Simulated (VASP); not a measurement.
# KF (Pm-3m) in VASP: a series of runs, part 2 of 3

VASP 6.6.1. The steps go on from the part before.

## (3) Electric field gradients, LDA

This run uses another cell than the first one, of 17.31 Å³/atom, 1.042 times its volume.

Contents of INCAR:

```
PREC = Accurate
ENCUT = 520
EDIFF = 1E-8
ISMEAR = -1
SIGMA = 0.02
LREAL = False
LASPH = True
NELM = 100
ALGO = Normal
ISIF = 2
LWAVE = False
LCHARG = False
LEFG = True
NBANDS = 15
```

Contents of KPOINTS:

```
regular mesh
0
Gamma
  9 9 9
```

Contents of POSCAR:

```
KF
1.0
    3.2589550000      0.0000000000      0.0000000000
    0.0000000000      3.2589550000      0.0000000000
    0.0000000000      0.0000000000      3.2589550000
K F
1 1
Direct
    0.0000000000      0.0000000000      0.0000000000
    0.5000000000      0.5000000000      0.5000000000
```

Potentials or basis: VASP PAW LDA potentials, release 64 (K_sv, F).

Launch:

```sh
> cat potpaw_LDA.64/K_sv/POTCAR potpaw_LDA.64/F/POTCAR > POTCAR
> mpirun -np 1 vasp_std > vasp.out
```

OUTCAR:

```text
PREC = Accurate
   ENCUT = 520
   EDIFF = 1E-8
   ISMEAR = -1
   LREAL = False
   LASPH = True
   NELM = 100
   ISIF = 2

 ion  position               nearest neighbor table
   1  0.000  0.000  0.000-   2 2.82   2 2.82   2 2.82   2 2.82   2 2.82   2 2.82   2 2.82   2 2.82

   2  0.500  0.500  0.500-   1 2.82   1 2.82   1 2.82   1 2.82   1 2.82   1 2.82   1 2.82   1 2.82

  LATTYP: Found a simple cubic cell.
 ALAT       =     3.2589550000

  Lattice vectors:

 A1 = (   3.2589550000,   0.0000000000,   0.0000000000)
 A2 = (   0.0000000000,   3.2589550000,   0.0000000000)
 A3 = (   0.0000000000,   0.0000000000,   3.2589550000)

Analysis of symmetry for initial positions (statically):
=====================================================================
 Subroutine PRICEL returns:
 Original cell was already a primitive cell.

 Routine SETGRP: Setting up the symmetry group for a
 simple cubic supercell.

 Subroutine GETGRP returns: Found 48 space group operations
 (whereof 48 operations were pure point group operations)
 out of a pool of 48 trial point group operations.

The static configuration has the point symmetry O_h .

Analysis of symmetry for dynamics (positions and initial velocities):
=====================================================================
 Subroutine PRICEL returns:
 Original cell was already a primitive cell.

 Routine SETGRP: Setting up the symmetry group for a
 simple cubic supercell.

 Subroutine GETGRP returns: Found 48 space group operations
 (whereof 48 operations were pure point group operations)
 out of a pool of 48 trial point group operations.

The dynamic configuration has the point symmetry O_h .

 Subroutine INISYM returns: Found 48 space group operations
 (whereof 48 operations are pure point group operations),
 and found     1 'primitive' translations

----------------------------------------------------------------------------------------

                                     Primitive cell

  volume of cell :      34.6127

  direct lattice vectors                    reciprocal lattice vectors
     3.258955000  0.000000000  0.000000000     0.306846827  0.000000000  0.000000000
     0.000000000  3.258955000  0.000000000     0.000000000  0.306846827  0.000000000
     0.000000000  0.000000000  3.258955000     0.000000000  0.000000000  0.306846827

  length of vectors
     3.258955000  3.258955000  3.258955000     0.306846827  0.306846827  0.306846827

  position of ions in fractional coordinates (direct lattice)
     0.000000000  0.000000000  0.000000000
     0.500000000  0.500000000  0.500000000

  ion indices of the primitive-cell ions
   primitive index   ion index
                 1           1
                 2           2

----------------------------------------------------------------------------------------

 KPOINTS: regular mesh

Automatic generation of k-mesh.
 Grid dimensions read from file:
 generate k-points for:    9    9    9

 Generating k-lattice:

[... 74 lines left out ...]
   EMIN   =  10.00;   EMAX   =-10.00  energy-range for DOS
   EFERMI =   0.00;   METHOD = LEGACY
   ISMEAR =    -1;   SIGMA  =   0.02  broadening in eV -4-tet -1-fermi 0-gaus
   EFERMI_NEDOS =   21; number of points for ismear=-14 and -15
   IALGO  =     38    algorithm
   IMIX   =      4    mixing-type and parameters
     AMIX     =   0.40;   BMIX     =  1.00
     AMIX_MAG =   1.60;   BMIX_MAG =  1.00
  volume/ion in A,a.u.               =      17.31       116.79
  Fermi-wavevector in a.u.,A,eV,Ry     =   1.265814  2.392041 21.800402  1.602284
  Thomas-Fermi vector in A             =   2.399047
   LORBIT       =      0    0 simple, 1 ext, 2 COOP (PROOUT), +10 PAW based schemes
   GGA     = CA    functional components
   LHFCALC =     F    Hartree Fock is set to
   AEXX    =    0.0000 exact exchange contribution
   IVDW    =     0    specifies the selected vdW correction
   LEPSILON=     F    determine dielectric tensor
   LRPA    =     F    only Hartree local field effects (RPA)
 non-spin polarized calculation
  energy-cutoff  :      520.00
  volume of cell :       34.61
 maximum number of plane-waves:       947
   NGX = 13   NGY = 13   NGZ = 13

 number of electron      15.9999992 magnetization

 Free energy of the ion-electron system (eV)
  ---------------------------------------------------
  ext. energy  EPLUGINS =         0.00000000
  ---------------------------------------------------
  free energy    TOTEN  =        -8.86873981 eV

  energy without entropy =       -8.86873981  energy(sigma->0) =       -8.86873981

 E-fermi :  -2.0084     XC(G=0):  -9.7259

 val. band max:       -2.4714474953   @ k =   0.4444   0.4444   0.0000
 cond. band min:       3.4496709153   @ k =   0.0000   0.0000   0.0000
 fundamental gap:      5.9211184105
 Fermi energy:        -2.0083759489

 k-point     1 :       0.0000    0.0000    0.0000
  band No.  band energies     occupation
      1     -28.9718      2.00000
      2     -20.9276      2.00000
      3     -12.2176      2.00000
      4     -12.2176      2.00000
      5     -12.2176      2.00000
      6      -2.5122      2.00000
      7      -2.5122      2.00000
      8      -2.5122      2.00000
      9       3.4497      0.00000
     10       5.6143      0.00000
     11       5.6143      0.00000
     12      11.3847      0.00000
     13      11.3847      0.00000
     14      11.3847      0.00000
[... 401 lines left out ...]
      2     -20.8582      2.00000
      3     -12.9715      2.00000
      4     -12.7975      2.00000
      5     -12.1429      2.00000
      6      -3.2468      2.00000
      7      -3.0366      2.00000
      8      -2.6134      2.00000
      9       6.4305      0.00000
     10       6.7920      0.00000
     11       9.0918      0.00000
     12       9.3320      0.00000
     13       9.6951      0.00000
     14      11.0146      0.00000
     15      14.1129      0.00000

 [... further k-points ...]
[... 5 lines left out ...]
  --------------------------------------------------------------------------------------
  -------------------------------------------------------------------------------------
  Total       -1.2266870     -1.2266870     -1.2266870      0.0000000      0.0000000     -0.0000000
  in kB      -56.7818135    -56.7818135    -56.7818135      0.0000000      0.0000000     -0.0000000
  external PRESSURE =     -56.7818135 kB  Pullay stress =       0.0000000 kB

 VOLUME and BASIS-vectors are now :
 -----------------------------------------------------------------------------
  energy-cutoff  :      520.00
  volume of cell :       34.61
      direct lattice vectors                 reciprocal lattice vectors
     3.258955000  0.000000000  0.000000000     0.306846827  0.000000000  0.000000000
     0.000000000  3.258955000  0.000000000     0.000000000  0.306846827  0.000000000
     0.000000000  0.000000000  3.258955000     0.000000000  0.000000000  0.306846827

 POSITION                                       TOTAL-FORCE (eV/Angst)
 -----------------------------------------------------------------------------------
      0.00000      0.00000      0.00000         0.000000      0.000000      0.000000
      1.62948      1.62948      1.62948         0.000000      0.000000      0.000000
 -----------------------------------------------------------------------------------
    total drift:                                0.000000      0.000000     -0.000000

  FREE ENERGIE OF THE ION-ELECTRON SYSTEM (eV)
  ---------------------------------------------------
  free  energy   TOTEN  =        -8.8687398107 eV

  energy  without entropy=       -8.8687398107  energy(sigma->0) =       -8.86873981

 Electric field gradients (V/A^2)
---------------------------------------------------------------------
 ion       V_xx      V_yy      V_zz      V_xy      V_xz      V_yz
---------------------------------------------------------------------
   1       0.000     0.000     0.000    -0.000    -0.000     0.000
   2       0.000     0.000    -0.000    -0.000    -0.000    -0.000
---------------------------------------------------------------------

 Electric field gradients after diagonalization (V/A^2)
 (convention: |V_zz| > |V_xx| > |V_yy|)
----------------------------------------------------------------------
 ion       V_xx      V_yy      V_zz     asymmetry (V_yy - V_xx)/ V_zz
----------------------------------------------------------------------
   1       0.000     0.000     0.000      -0.612
   2       0.000     0.000    -0.000       0.047
----------------------------------------------------------------------

           NMR quadrupolar parameters

 Cq : quadrupolar parameter    Cq=e*Q*V_zz/h
 eta: asymmetry parameters     (V_yy - V_xx)/ V_zz
 Q  : nuclear electric quadrupole moment in mb (millibarn)
----------------------------------------------------------------------
 ion       Cq(MHz)       eta       Q (mb)
----------------------------------------------------------------------
   1       0.000      -0.612       1.000
   2      -0.000       0.047       1.000
----------------------------------------------------------------------
```

OSZICAR:

```text
N       E                     dE             d eps       ncg     rms          rms(c)
DAV:   1     0.115024544552E+03    0.11502E+03   -0.81171E+03  1050   0.104E+03
DAV:   2    -0.532777828357E+01   -0.12035E+03   -0.10920E+03  1347   0.298E+02
DAV:   3    -0.990441840512E+01   -0.45766E+01   -0.45554E+01  1302   0.521E+01
DAV:   4    -0.100217029701E+02   -0.11728E+00   -0.11725E+00  1495   0.780E+00
DAV:   5    -0.100229085997E+02   -0.12056E-02   -0.12056E-02  1404   0.726E-01    0.569E+00
DAV:   6    -0.897229921213E+01    0.10506E+01   -0.25448E+00  1141   0.132E+01    0.384E+00
DAV:   7    -0.890774723705E+01    0.64552E-01   -0.78893E-02  1365   0.230E+00    0.215E+00
DAV:   8    -0.886857553020E+01    0.39172E-01   -0.47265E-02  1232   0.212E+00    0.250E-01
DAV:   9    -0.886871340564E+01   -0.13788E-03   -0.25336E-03  1289   0.497E-01    0.889E-02
DAV:  10    -0.886873327700E+01   -0.19871E-04   -0.17145E-04  1453   0.134E-01    0.604E-02
DAV:  11    -0.886874333814E+01   -0.10061E-04   -0.25634E-05  1267   0.598E-02    0.171E-02
DAV:  12    -0.886873976391E+01    0.35742E-05   -0.71405E-06  1229   0.337E-02    0.216E-03
DAV:  13    -0.886873981350E+01   -0.49592E-07   -0.50320E-07  1282   0.637E-03    0.112E-03
DAV:  14    -0.886873981067E+01    0.28356E-08   -0.20198E-08  1176   0.147E-03
   1 F= -.88687398E+01 E0= -.88687398E+01  d E =-.241061E-11
```

Run time: 5.9 s. Hardware: 1 thread of Intel Xeon Platinum 8488C (Sapphire Rapids), shared host; peak memory 0.13 GiB.

What came out:

- Free energy: -8.8687 eV
- Pressure: -5.7 GPa
- Band gap on the k mesh: 5.92 eV, indirect (least direct gap 5.96 eV)

Levels at points of the mesh, in eV from the valence-band top:
```csv
k point,band 6,band 7,band 8,band 9,band 10,band 11
"(0.00, 0.00, 0.00)",-0.04,-0.04,-0.04,5.92,8.09,8.09
```

Caveat: without QUAD_EFG the Cq values of the log hold for a quadrupole moment of 1 mb, not for the nuclei. A k mesh can miss the band edges.

## (4) Electric field gradients, LDA

This run uses another cell than the first one, of 17.31 Å³/atom, 1.042 times its volume.

Contents of INCAR:

```
SYSTEM = KF
PREC = Accurate
ENCUT = 520
EDIFF = 1E-8
ISMEAR = -1
SIGMA = 0.02
LREAL = .False.
LASPH = .True.
NELM = 100
ALGO = Normal
ISIF = 2
LWAVE = .False.
LCHARG = .False.
LEFG = .True.
NBANDS = 15
```

Contents of KPOINTS:

```
Automatic mesh
0
Gamma
  9 9 9
  0 0 0
```

POSCAR is that of step 3.

Potentials or basis: VASP PAW LDA potentials, release 64 (K_sv, F).

Launch:

```sh
> cat potpaw_LDA.64/K_sv/POTCAR potpaw_LDA.64/F/POTCAR > POTCAR
> mpirun -np 1 vasp_std > vasp.out
```

OUTCAR:

```text
SYSTEM = KF
   PREC = Accurate
   ENCUT = 520
   EDIFF = 1E-8
   ISMEAR = -1
   LREAL = .False.
   LASPH = .True.
   NELM = 100
   ISIF = 2

 ion  position               nearest neighbor table
   1  0.000  0.000  0.000-   2 2.82   2 2.82   2 2.82   2 2.82   2 2.82   2 2.82   2 2.82   2 2.82

   2  0.500  0.500  0.500-   1 2.82   1 2.82   1 2.82   1 2.82   1 2.82   1 2.82   1 2.82   1 2.82

  LATTYP: Found a simple cubic cell.
 ALAT       =     3.2589550000

  Lattice vectors:

 A1 = (   3.2589550000,   0.0000000000,   0.0000000000)
 A2 = (   0.0000000000,   3.2589550000,   0.0000000000)
 A3 = (   0.0000000000,   0.0000000000,   3.2589550000)

Analysis of symmetry for initial positions (statically):
=====================================================================
 Subroutine PRICEL returns:
 Original cell was already a primitive cell.

 Routine SETGRP: Setting up the symmetry group for a
 simple cubic supercell.

[... 619 lines left out ...]
  volume of cell :       34.61
      direct lattice vectors                 reciprocal lattice vectors
     3.258955000  0.000000000  0.000000000     0.306846827  0.000000000  0.000000000
     0.000000000  3.258955000  0.000000000     0.000000000  0.306846827  0.000000000
     0.000000000  0.000000000  3.258955000     0.000000000  0.000000000  0.306846827

 POSITION                                       TOTAL-FORCE (eV/Angst)
 -----------------------------------------------------------------------------------
      0.00000      0.00000      0.00000         0.000000      0.000000      0.000000
      1.62948      1.62948      1.62948         0.000000      0.000000      0.000000
 -----------------------------------------------------------------------------------
    total drift:                                0.000000      0.000000     -0.000000

  FREE ENERGIE OF THE ION-ELECTRON SYSTEM (eV)
  ---------------------------------------------------
  free  energy   TOTEN  =        -8.8687398107 eV

  energy  without entropy=       -8.8687398107  energy(sigma->0) =       -8.86873981

 Electric field gradients (V/A^2)
---------------------------------------------------------------------
 ion       V_xx      V_yy      V_zz      V_xy      V_xz      V_yz
---------------------------------------------------------------------
   1       0.000     0.000     0.000    -0.000    -0.000     0.000
   2       0.000     0.000    -0.000    -0.000    -0.000    -0.000
---------------------------------------------------------------------

 Electric field gradients after diagonalization (V/A^2)
 (convention: |V_zz| > |V_xx| > |V_yy|)
----------------------------------------------------------------------
 ion       V_xx      V_yy      V_zz     asymmetry (V_yy - V_xx)/ V_zz
----------------------------------------------------------------------
   1       0.000     0.000     0.000      -0.612
   2       0.000     0.000    -0.000       0.047
----------------------------------------------------------------------

           NMR quadrupolar parameters

 Cq : quadrupolar parameter    Cq=e*Q*V_zz/h
 eta: asymmetry parameters     (V_yy - V_xx)/ V_zz
 Q  : nuclear electric quadrupole moment in mb (millibarn)
----------------------------------------------------------------------
 ion       Cq(MHz)       eta       Q (mb)
----------------------------------------------------------------------
   1       0.000      -0.612       1.000
   2      -0.000       0.047       1.000
----------------------------------------------------------------------
```

OSZICAR:

```text
N       E                     dE             d eps       ncg     rms          rms(c)
DAV:   1     0.115024544552E+03    0.11502E+03   -0.81171E+03  1050   0.104E+03
DAV:   2    -0.532777828357E+01   -0.12035E+03   -0.10920E+03  1347   0.298E+02
DAV:   3    -0.990441840512E+01   -0.45766E+01   -0.45554E+01  1302   0.521E+01
DAV:   4    -0.100217029701E+02   -0.11728E+00   -0.11725E+00  1495   0.780E+00
DAV:   5    -0.100229085997E+02   -0.12056E-02   -0.12056E-02  1404   0.726E-01    0.569E+00
DAV:   6    -0.897229921213E+01    0.10506E+01   -0.25448E+00  1141   0.132E+01    0.384E+00
DAV:   7    -0.890774723705E+01    0.64552E-01   -0.78893E-02  1365   0.230E+00    0.215E+00
DAV:   8    -0.886857553020E+01    0.39172E-01   -0.47265E-02  1232   0.212E+00    0.250E-01
DAV:   9    -0.886871340564E+01   -0.13788E-03   -0.25336E-03  1289   0.497E-01    0.889E-02
DAV:  10    -0.886873327700E+01   -0.19871E-04   -0.17145E-04  1453   0.134E-01    0.604E-02
DAV:  11    -0.886874333814E+01   -0.10061E-04   -0.25634E-05  1267   0.598E-02    0.171E-02
DAV:  12    -0.886873976391E+01    0.35742E-05   -0.71405E-06  1229   0.337E-02    0.216E-03
DAV:  13    -0.886873981350E+01   -0.49592E-07   -0.50320E-07  1282   0.637E-03    0.112E-03
DAV:  14    -0.886873981067E+01    0.28356E-08   -0.20198E-08  1176   0.147E-03
   1 F= -.88687398E+01 E0= -.88687398E+01  d E =-.241061E-11
```

It took 5.9 s on 1 thread of Intel Xeon Platinum 8488C (Sapphire Rapids), shared host; peak memory 0.13 GiB.

What came out:

```
Free energy            : -8.8687 eV
Pressure               : -5.7 GPa
Band gap on the k mesh : 5.92 eV, indirect (least direct gap 5.96 eV)
```

Caveat: without QUAD_EFG the Cq values of the log hold for a quadrupole moment of 1 mb, not for the nuclei.

[end of part 2 of 3]
